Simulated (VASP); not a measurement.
Write the native input for VASP 6.6.1 that does the following.

* Task: single point
* Functional: r2SCAN
* Potentials or basis: VASP PAW PBE potentials, release 64 (Cd)
* Cutoff: 520 eV
* k mesh: 3 × 3 × 3
* Occupations: gaussian, width 0.1 eV
* Spin: no spin polarisation
* Dipole correction: no
* Further INCAR settings: ALGO = Normal; EDIFF = 1e-07; NBANDS = 84

The system is Cd.

```
Cd
1.0
     3.70731    2.14042    7.00712
    -3.70731    2.14042    7.00712
     0.00000   -4.28084    7.00712
Cd
12
Direct
  0.09847 0.49234 0.09847
  0.09847 0.09847 0.49234
  0.49234 0.09847 0.09847
  0.90153 0.50766 0.90153
  0.50766 0.90153 0.90153
  0.90153 0.90153 0.50766
  0.24161 0.63889 0.24161
  0.24161 0.24161 0.63889
  0.63889 0.24161 0.24161
  0.75839 0.36111 0.75839
  0.36111 0.75839 0.75839
  0.75839 0.75839 0.36111
```

One way to write it, as run:

POSCAR

```
Cd
1.0
    3.7073147156      2.1404191490      7.0071172429
   -3.7073147156      2.1404191490      7.0071172429
    0.0000000000     -4.2808382980      7.0071172429
Cd
12
Direct
    0.0984745759      0.4923350441      0.0984745759
    0.0984745759      0.0984745759      0.4923350441
    0.4923350441      0.0984745759      0.0984745759
    0.9015254241      0.5076649559      0.9015254241
    0.5076649559      0.9015254241      0.9015254241
    0.9015254241      0.9015254241      0.5076649559
    0.2416126300      0.6388888928      0.2416126300
    0.2416126300      0.2416126300      0.6388888928
    0.6388888928      0.2416126300      0.2416126300
    0.7583873700      0.3611111072      0.7583873700
    0.3611111072      0.7583873700      0.7583873700
    0.7583873700      0.7583873700      0.3611111072
```

INCAR.step1

```
PREC = Accurate ; ENCUT = 520
ISMEAR = 0 ; SIGMA = 0.1
LREAL = F ; LASPH = T
NELM = 60 ; NBANDS = 84
GGA = PE ; ALGO = Normal
EDIFF = 1E-4 ; LWAVE = T
LCHARG = F
```

INCAR.step2

```
PREC = Accurate ; ENCUT = 520
EDIFF = 1E-7 ; ISMEAR = 0
SIGMA = 0.1 ; LREAL = F
LASPH = T ; NELM = 60
ALGO = Normal ; ISIF = 2
LWAVE = F ; LCHARG = F
METAGGA = R2SCAN ; LMIXTAU = T
NBANDS = 84 ; ISTART = 1
```

KPOINTS

```
regular mesh
0
Gamma
  3 3 3
```

Potentials or basis: VASP PAW PBE potentials, release 64 (Cd).

Run with:

```console
$ cat potpaw_PBE.64/Cd/POTCAR > POTCAR
$ cp INCAR.step1 INCAR
$ mpirun -np 1 vasp_std > vasp.out
$ cp INCAR.step2 INCAR
$ mpirun -np 1 vasp_std > vasp.out
```

Results of the run:

- Pressure: 0.2 GPa
- Largest force: 0.029 eV/Å
- Band gap on the k mesh: zero (bands 72 and 73 overlap by 1.42 eV)

Caveat: the PAW data sets were made with another functional, which shifts forces and pressure a little.

Run time: 14 min on 1 thread of Intel(R) Xeon(R) Platinum 8488C (Sapphire Rapids) (shared host), peak memory 0.67 GiB.
